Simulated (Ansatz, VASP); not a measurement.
Two plane-wave programs on Ti

```
Ti
1.0
    -1.69616    1.69616    1.69616
     1.69616   -1.69616    1.69616
     1.69616    1.69616   -1.69616
Ti
1
Cartesian
  0.0000 0.0000 0.0000
```

Alike in both runs: task single point; functional PBEsol; k mesh 22 × 22 × 22; occupations gaussian, width 0.15 eV; no spin polarisation.

|  | VASP | Ansatz |
| --- | --- | --- |
| version | VASP 6.6.1 | Ansatz 0.2.0 |
| potentials or method | VASP PAW PBE potentials, release 64 (Ti_sv), cutoff 520 eV | scalar-relativistic, plane waves, PAW |
| valence electrons in the cell | 12 | 12 |

Ansatz gave:

- gap on the k mesh at the Fermi level (eV): none
- pressure (GPa): -14.0

Question: Which values does VASP return?

Answer: gap on the k mesh at the Fermi level (eV): none; pressure (GPa): -14.1.

VASP's potentials were made for PBE, not for PBEsol. A gap of «none» marks a metal or a gap that the smearing closes.
